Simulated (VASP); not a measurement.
A run of VASP 6.6.1 is set up as follows.

File INCAR:

```
SYSTEM = TeW
ALGO     = Normal         ! electronic algorithm
EDIFF    = 1E-6           ! SCF threshold, eV
ENCUT    = 500            ! plane-wave cutoff, eV
GGA      = PE             ! functional
GGA_COMPAT= .FALSE.      
ISIF     = 2              ! what is computed and relaxed
ISMEAR   = 0              ! smearing method
LASPH    = .TRUE.         ! aspherical terms in the spheres
LCHARG   = .TRUE.         ! write CHGCAR
LELF     = .TRUE.         ! ELF
LREAL    = .FALSE.        ! projectors in reciprocal space
LVHAR    = .TRUE.       
LWAVE    = .FALSE.        ! write WAVECAR
NBANDS   = 28             ! bands
NELM     = 120            ! most SCF steps
PREC     = Accurate       ! precision mode
SIGMA    = 0.1            ! smearing width, eV
```

File KPOINTS:

```
k-points
0
G
  6 6 4
  0 0 0
```

File POSCAR:

```
TeW
1.0
    4.2648891107      0.0000000000      0.0000000000
   -2.1324445553      3.6935023142      0.0000000000
    0.0000000000      0.0000000000      6.8300728350
Te W
2 2
Direct
    0.3333333333      0.6666666667      0.0000000000
    0.6666666667      0.3333333333      0.5000000000
    0.3333333333      0.6666666667      0.3821000000
    0.6666666667      0.3333333333      0.8821000000
```

Potentials or basis: VASP PAW PBE potentials, release 64 (Te, W_sv).

Run with:

```console
$ cat potpaw_PBE.64/Te/POTCAR potpaw_PBE.64/W_sv/POTCAR > POTCAR
$ mpirun -np 1 vasp_std > vasp.out
```

Predict the largest force.

0.187 eV/Å.

Estimate the band gap on the k mesh.

zero (band 20 reaches 7.12 eV, above the bottom of band 21 at 6.80 eV).

Stress tensor (GPa, compression positive):
```
6.95 0.00 0.00
0.00 6.95 0.00
0.00 0.00 4.15
```

Caveat: spin-orbit coupling is left out, which moves the levels of the heavy elements.
